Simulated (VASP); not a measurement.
# MnO (Fm-3m) in VASP: a series of runs

The runs below take MnO through single point, with PBE+U.

Program: VASP 6.6.1. These are calculated values, not measurements. Logs are shortened: lines on timing, memory, paths and dates and some standing lists are left out, and cuts for length are marked.

**1. The cell of the first run**

Symmetry: Fm-3m, No. 225, cubic system. The conventional cell has a = 4.444 Å, b = 4.444 Å, c = 4.444 Å, α = 90.00°, β = 90.00°, γ = 90.00°. Mn (site symmetry m-3m) has 6 O at 2.22 Å within 2.9 Å. O (site symmetry m-3m) has 6 Mn at 2.22 Å within 2.9 Å.

**2. Single point, PBE+U, collinear spin, ferromagnetic start**

Input file POSCAR:

```
MnO
1.0
    0.0000000000      2.2220003300      2.2220003300
    2.2220003300      0.0000000000      2.2220003300
    2.2220003300      2.2220003300      0.0000000000
Mn O
1 1
Direct
    0.0000000000      0.0000000000      0.0000000000
    0.5000000000      0.5000000000      0.5000000000
```

Input file INCAR.step1:

```
  PREC = Accurate
  ENCUT = 520
  EDIFF = 1E-7
  ISMEAR = -1
  SIGMA = 0.05
  LREAL = F
  LASPH = T
  NELM = 150
  ALGO = Normal
  ISIF = 2
  LWAVE = F
  LCHARG = T
  ISPIN = 2
  MAGMOM = 4 0
  LMAXMIX = 4
  LDAU = T
  LDAUTYPE = 2
  LDAUL = 2 -1
  LDAUU = 4 0
  LDAUJ = 0 0
  LDAUPRINT = 1
  GGA = PE
  NBANDS = 20
```

Input file KPOINTS.step1:

```
regular mesh
0
Gamma
  10 10 10
```

Input file INCAR.step2:

```
  PREC = Accurate
  ENCUT = 520
  EDIFF = 1E-7
  ISMEAR = -5
  SIGMA = 0.05
  LREAL = F
  LASPH = T
  NELM = 150
  ALGO = Normal
  ISIF = 2
  LWAVE = F
  LCHARG = F
  ISPIN = 2
  MAGMOM = 4 0
  LORBIT = 10
  LMAXMIX = 4
  LDAU = T
  LDAUTYPE = 2
  LDAUL = 2 -1
  LDAUU = 4 0
  LDAUJ = 0 0
  LDAUPRINT = 1
  GGA = PE
  NEDOS = 2001
  ICHARG = 11
```

Input file KPOINTS.step2:

```
regular mesh
0
Gamma
  15 15 15
```

Potentials or basis: VASP PAW PBE potentials, release 64 (Mn_pv, O).

Command:

```console
$ cat potpaw_PBE.64/Mn_pv/POTCAR potpaw_PBE.64/O/POTCAR > POTCAR
$ cp INCAR.step1 INCAR
$ cp KPOINTS.step1 KPOINTS
$ mpirun -np 1 vasp_std > vasp.out
$ cp INCAR.step2 INCAR
$ cp KPOINTS.step2 KPOINTS
$ mpirun -np 1 vasp_std > vasp.out
```

OUTCAR:

```text
PREC = Accurate
   ENCUT = 520
   EDIFF = 1E-7
   ISMEAR = -5
   LREAL = F
   LASPH = T
   NELM = 150
   ISIF = 2
   ISPIN = 2
   LORBIT = 10
   GGA = PE
   ICHARG = 11

 ion  position               nearest neighbor table
   1  0.000  0.000  0.000-   2 2.22   2 2.22   2 2.22   2 2.22   2 2.22   2 2.22
   2  0.500  0.500  0.500-   1 2.22   1 2.22   1 2.22   1 2.22   1 2.22   1 2.22

  LATTYP: Found a face centered cubic cell.
 ALAT       =     4.4440006600

  Lattice vectors:

 A1 = (   0.0000000000,   2.2220003300,   2.2220003300)
 A2 = (   2.2220003300,   0.0000000000,   2.2220003300)
 A3 = (   2.2220003300,   2.2220003300,   0.0000000000)

Analysis of symmetry for initial positions (statically):
=====================================================================
 Subroutine PRICEL returns:
 Original cell was already a primitive cell.

 Routine SETGRP: Setting up the symmetry group for a
 face centered cubic supercell.

 Subroutine GETGRP returns: Found 48 space group operations
 (whereof 48 operations were pure point group operations)
 out of a pool of 48 trial point group operations.

The static configuration has the point symmetry O_h .

Analysis of symmetry for dynamics (positions and initial velocities):
=====================================================================
 Subroutine PRICEL returns:
 Original cell was already a primitive cell.

 Routine SETGRP: Setting up the symmetry group for a
 face centered cubic supercell.

 Subroutine GETGRP returns: Found 48 space group operations
 (whereof 48 operations were pure point group operations)
 out of a pool of 48 trial point group operations.

The dynamic configuration has the point symmetry O_h .

Analysis of structural, dynamic, and magnetic symmetry:
=====================================================================
 Subroutine PRICEL returns:
 Original cell was already a primitive cell.

 Routine SETGRP: Setting up the symmetry group for a
 face centered cubic supercell.

 Subroutine GETGRP returns: Found 48 space group operations
 (whereof 48 operations were pure point group operations)
 out of a pool of 48 trial point group operations.

The overall configuration has the point symmetry O_h .

 Subroutine INISYM returns: Found 48 space group operations
 (whereof 48 operations are pure point group operations),
 and found     1 'primitive' translations

----------------------------------------------------------------------------------------

                                     Primitive cell

  volume of cell :      21.9413

  direct lattice vectors                    reciprocal lattice vectors
     0.000000000  2.222000330  2.222000330    -0.225022469  0.225022469  0.225022469
     2.222000330  0.000000000  2.222000330     0.225022469 -0.225022469  0.225022469
     2.222000330  2.222000330  0.000000000     0.225022469  0.225022469 -0.225022469

  length of vectors
     3.142383002  3.142383002  3.142383002     0.389750349  0.389750349  0.389750349

  position of ions in fractional coordinates (direct lattice)
     0.000000000  0.000000000  0.000000000
     0.500000000  0.500000000  0.500000000

  ion indices of the primitive-cell ions
   primitive index   ion index
                 1           1
                 2           2

----------------------------------------------------------------------------------------

 KPOINTS: regular mesh

Automatic generation of k-mesh.
 Grid dimensions read from file:
 generate k-points for:   15   15   15

 Generating k-lattice:

  Cartesian coordinates                     Fractional coordinates (reciprocal lattice)
[... 68 lines left out ...]
   ISIF   =      2    stress and relaxation
   ISYM   =      2    0-nonsym 1-usesym 2-fastsym
   POTIM  = 0.5000    time-step for ionic-motion
   TEBEG  =    0.0;   TEEND  =   0.0 temperature during run
   PSTRESS=    0.0 pullay stress
   NELECT =      19.0000    total number of electrons
   NUPDOWN=      -1.0000    fix difference up-down
   EMIN   =  10.00;   EMAX   =-10.00  energy-range for DOS
   EFERMI =   0.00;   METHOD = LEGACY
   ISMEAR =    -5;   SIGMA  =   0.05  broadening in eV -4-tet -1-fermi 0-gaus
   EFERMI_NEDOS =   21; number of points for ismear=-14 and -15
   IALGO  =     38    algorithm
   IMIX   =      4    mixing-type and parameters
     AMIX     =   0.40;   BMIX     =  1.00
     AMIX_MAG =   1.60;   BMIX_MAG =  1.00
  volume/ion in A,a.u.               =      10.97        74.03
  Fermi-wavevector in a.u.,A,eV,Ry     =   1.560409  2.948746 33.128523  2.434878
  Thomas-Fermi vector in A             =   2.663626
   LORBIT       =     10    0 simple, 1 ext, 2 COOP (PROOUT), +10 PAW based schemes
 LDA+U is selected, type is set to LDAUTYPE =  2
   angular momentum for each species LDAUL =     2   -1
   U (eV)           for each species LDAUU =   4.0  0.0
   J (eV)           for each species LDAUJ =   0.0  0.0
   GGA     = PE    functional components
   LHFCALC =     F    Hartree Fock is set to
   AEXX    =    0.0000 exact exchange contribution
   IVDW    =     0    specifies the selected vdW correction
   LEPSILON=     F    determine dielectric tensor
   LRPA    =     F    only Hartree local field effects (RPA)
 spin polarized calculation
 Fermi weights with tetrahedron method with Bloechl corrections
  energy-cutoff  :      520.00
  volume of cell :       21.94
 maximum number of plane-waves:       609

atom =   1  type =  1  l = 2

 onsite density matrix

spin component  1

  0.9408  0.0000 -0.0000 -0.0000 -0.0000
  0.0000  0.9408  0.0000  0.0000 -0.0000
 -0.0000  0.0000  0.9773  0.0000 -0.0000
 -0.0000  0.0000  0.0000  0.9408  0.0000
 -0.0000 -0.0000 -0.0000  0.0000  0.9773

spin component  2

  0.0189 -0.0000  0.0000  0.0000 -0.0000
 -0.0000  0.0189 -0.0000  0.0000  0.0000
  0.0000 -0.0000  0.0728 -0.0000  0.0000
  0.0000  0.0000 -0.0000  0.0189  0.0000
 -0.0000  0.0000  0.0000  0.0000  0.0728

 occupancies and eigenvectors

  o =  0.0189  v =  0.0000  0.0000  0.0000  0.0000  0.0000  1.0000  0.0000 -0.0000 -0.0000  0.0000      0.0000  0.0000  0.0000  0.0000  0.0000  0.0000  0.0000  0.0000  0.0000  0.0000
  o =  0.0189  v =  0.0000  0.0000  0.0000  0.0000  0.0000  0.0000  0.0005  0.0000  1.0000 -0.0000      0.0000  0.0000  0.0000  0.0000  0.0000  0.0000  0.0000  0.0000  0.0000  0.0000
  o =  0.0189  v =  0.0000  0.0000  0.0000  0.0000  0.0000  0.0000 -1.0000 -0.0000  0.0005  0.0000      0.0000  0.0000  0.0000  0.0000  0.0000  0.0000  0.0000  0.0000  0.0000  0.0000
  o =  0.0728  v =  0.0000  0.0000  0.0000  0.0000  0.0000 -0.0000  0.0000 -1.0000  0.0000  0.0000      0.0000  0.0000  0.0000  0.0000  0.0000  0.0000  0.0000  0.0000  0.0000  0.0000
  o =  0.0728  v =  0.0000  0.0000  0.0000  0.0000  0.0000  0.0000 -0.0000 -0.0000 -0.0000 -1.0000      0.0000  0.0000  0.0000  0.0000  0.0000  0.0000  0.0000  0.0000  0.0000  0.0000
  o =  0.9408  v =  1.0000  0.0000  0.0000  0.0000  0.0000  0.0000  0.0000  0.0000  0.0000  0.0000      0.0000  0.0000  0.0000  0.0000  0.0000  0.0000  0.0000  0.0000  0.0000  0.0000
  o =  0.9408  v =  0.0000  0.9801 -0.0000  0.1984 -0.0000  0.0000  0.0000  0.0000  0.0000  0.0000      0.0000  0.0000  0.0000  0.0000  0.0000  0.0000  0.0000  0.0000  0.0000  0.0000
  o =  0.9408  v =  0.0000  0.1984 -0.0000 -0.9801 -0.0000  0.0000  0.0000  0.0000  0.0000  0.0000      0.0000  0.0000  0.0000  0.0000  0.0000  0.0000  0.0000  0.0000  0.0000  0.0000
  o =  0.9773  v =  0.0000  0.0000  1.0000 -0.0000  0.0000  0.0000  0.0000  0.0000  0.0000  0.0000      0.0000  0.0000  0.0000  0.0000  0.0000  0.0000  0.0000  0.0000  0.0000  0.0000
  o =  0.9773  v =  0.0000 -0.0000  0.0000  0.0000 -1.0000  0.0000  0.0000  0.0000  0.0000  0.0000      0.0000  0.0000  0.0000  0.0000  0.0000  0.0000  0.0000  0.0000  0.0000  0.0000

 number of electron      18.9999992 magnetization       4.9999989

 Free energy of the ion-electron system (eV)
  ---------------------------------------------------
  ext. energy  EPLUGINS =         0.00000000
  ---------------------------------------------------
  free energy    TOTEN  =       -15.43749758 eV

  energy without entropy =      -15.43749758  energy(sigma->0) =      -15.43749758

 E-fermi :   6.9006     XC(G=0): -11.8074

 val. band max:        6.8821116761   @ k =   0.4667   0.0000   0.0000
 cond. band min:       7.1363019951   @ k =   0.0000   0.0000   0.0000
 fundamental gap:      0.2541903190
 Fermi energy:         6.9006143859

 spin component 1

 k-point     1 :       0.0000    0.0000    0.0000
  band No.  band energies     occupation
      1     -42.8346      1.00000
      2     -42.8346      1.00000
      3     -42.8346      1.00000
      4     -12.4341      1.00000
      5       2.6965      1.00000
      6       2.6965      1.00000
      7       2.6965      1.00000
      8       3.0268      1.00000
      9       3.0268      1.00000
     10       4.1283      1.00000
     11       4.1283      1.00000
     12       4.1283      1.00000
[... 841 lines left out ...]
      4     -11.7517      1.00000
      5       2.7284      1.00000
      6       4.0092      1.00000
      7       4.0455      1.00000
      8       9.6613      0.00000
      9       9.9402      0.00000
     10      10.8452      0.00000
     11      10.8541      0.00000
     12      10.9897      0.00000
     13      12.1667      0.00000
     14      21.2399      0.00000
     15      23.4902      0.00000

 [... further k-points ...]
[... 5 lines left out ...]
  --------------------------------------------------------------------------------------
  -------------------------------------------------------------------------------------
  Total        1.0965465      1.0965465      1.0965465      0.0000000     -0.0000000      0.0000000
  in kB       80.0710078     80.0710078     80.0710078      0.0000000     -0.0000000      0.0000000
  external PRESSURE =      80.0710078 kB  Pullay stress =       0.0000000 kB

 VOLUME and BASIS-vectors are now :
 -----------------------------------------------------------------------------
  energy-cutoff  :      520.00
  volume of cell :       21.94
      direct lattice vectors                 reciprocal lattice vectors
     0.000000000  2.222000330  2.222000330    -0.225022469  0.225022469  0.225022469
     2.222000330  0.000000000  2.222000330     0.225022469 -0.225022469  0.225022469
     2.222000330  2.222000330  0.000000000     0.225022469  0.225022469 -0.225022469

 POSITION                                       TOTAL-FORCE (eV/Angst)
 -----------------------------------------------------------------------------------
      0.00000      0.00000      0.00000         0.000000      0.000000     -0.000000
      2.22200      2.22200      2.22200        -0.000000     -0.000000      0.000000
 -----------------------------------------------------------------------------------
    total drift:                                0.000000     -0.000000     -0.000000

  FREE ENERGIE OF THE ION-ELECTRON SYSTEM (eV)
  ---------------------------------------------------
  free  energy   TOTEN  =       -15.4374975789 eV

  energy  without entropy=      -15.4374975789  energy(sigma->0) =      -15.43749758

 total charge

# of ion       s       p       d       tot
------------------------------------------
    1        0.208   6.184   4.960  11.352
    2        1.555   3.457   0.000   5.012
--------------------------------------------------
tot          1.763   9.641   4.960  16.364

 magnetization (x)

# of ion       s       p       d       tot
------------------------------------------
    1        0.033   0.027   4.565   4.624
    2        0.023   0.132   0.000   0.155
--------------------------------------------------
tot          0.056   0.158   4.565   4.779
```

Wall time 31 s (1 thread of Intel Xeon 6975P-C (Granite Rapids), shared host); peak memory 0.19 GiB.

What came out:

```yaml
Net_moment: 5.00 μB per cell
Site_moments: Mn +4.62; O +0.15 μB
Valence_electrons_inside_the_program's_atomic_spheres: Mn 11.35; O 5.01
```

Eigenvalues of the final occupation matrices:
```tsv
site	spin	trace	eigenvalues
site 1 d	1	4.78	0.94 0.94 0.94 0.98 0.98
site 1 d	2	0.20	0.02 0.02 0.02 0.07 0.07
```

Caveat: a cell with one magnetic atom can't hold antiferromagnetic order, which such compounds often take. The state reached can hang on the start; a lower one may exist.

**3. Single point, PBE+U, collinear spin, ferromagnetic start**

POSCAR is that of step 2.

Input file INCAR.step1:

```
SYSTEM = MnO
ALGO = Normal
EDIFF = 1E-6
ENCUT = 520
GGA = PE
ISIF = 2
ISMEAR = -1
ISPIN = 2
LASPH = .TRUE.
LCHARG = .TRUE.
LDAU = .TRUE.
LDAUJ = 0 0
LDAUL = 2 -1
LDAUPRINT = 1
LDAUTYPE = 2
LDAUU = 5 0
LMAXMIX = 4
LREAL = .FALSE.
LWAVE = .FALSE.
MAGMOM = 4 0
NBANDS = 20
NELM = 150
PREC = Accurate
SIGMA = 0.05
```

Input file KPOINTS.step1:

```
k-points
0
G
  10 10 10
  0 0 0
```

Input file INCAR.step2:

```
SYSTEM = MnO
ALGO = Normal
EDIFF = 1E-6
ENCUT = 520
GGA = PE
ICHARG = 11
ISIF = 2
ISMEAR = -5
ISPIN = 2
LASPH = .TRUE.
LCHARG = .FALSE.
LDAU = .TRUE.
LDAUJ = 0 0
LDAUL = 2 -1
LDAUPRINT = 1
LDAUTYPE = 2
LDAUU = 5 0
LMAXMIX = 4
LORBIT = 10
LREAL = .FALSE.
LWAVE = .FALSE.
MAGMOM = 4 0
NBANDS = 20
NEDOS = 2001
NELM = 150
PREC = Accurate
SIGMA = 0.05
```

Input file KPOINTS.step2:

```
k-points
0
G
  15 15 15
  0 0 0
```

Potentials or basis: VASP PAW PBE potentials, release 64 (Mn_pv, O).

Command:

```console
$ cat potpaw_PBE.64/Mn_pv/POTCAR potpaw_PBE.64/O/POTCAR > POTCAR
$ cp INCAR.step1 INCAR
$ cp KPOINTS.step1 KPOINTS
$ mpirun -np 1 vasp_std > vasp.out
$ cp INCAR.step2 INCAR
$ cp KPOINTS.step2 KPOINTS
$ mpirun -np 1 vasp_std > vasp.out
```

Wall time 31 s (1 thread of Intel Xeon 6975P-C (Granite Rapids), shared host); peak memory 0.2 GiB.

It converged, with:

```yaml
Net_moment: 5.00 μB per cell
Site_moments: Mn +4.65; O +0.14 μB
Valence_electrons_inside_the_program's_atomic_spheres: Mn 11.35; O 5.02
```

Levels at points of the mesh, in eV from the valence-band top:
Spin up:
| k point | band 9 | band 10 | band 11 | band 12 | band 13 | band 14 | band 15 | band 16 |
| --- | --- | --- | --- | --- | --- | --- | --- | --- |
| (0.00, 0.00, 0.00) | -4.14 | -2.52 | -2.52 | -2.52 | 0.46 | 14.85 | 16.38 | 16.38 |
Spin down:
| k point | band 3 | band 4 | band 5 | band 6 | band 7 | band 8 | band 9 | band 10 | band 11 | band 12 |
| --- | --- | --- | --- | --- | --- | --- | --- | --- | --- | --- |
| (0.00, 0.00, 0.00) | -44.55 | -18.74 | -2.25 | -2.25 | -2.25 | 1.82 | 3.87 | 3.87 | 3.87 | 4.47 |

Eigenvalues of the final occupation matrices:
```
    site  spin  trace               eigenvalues
site 1 d     1   4.79  0.94 0.94 0.94 0.98 0.98
site 1 d     2   0.19  0.02 0.02 0.02 0.07 0.07
```

Caveat: a cell with one magnetic atom can't hold antiferromagnetic order, which such compounds often take.
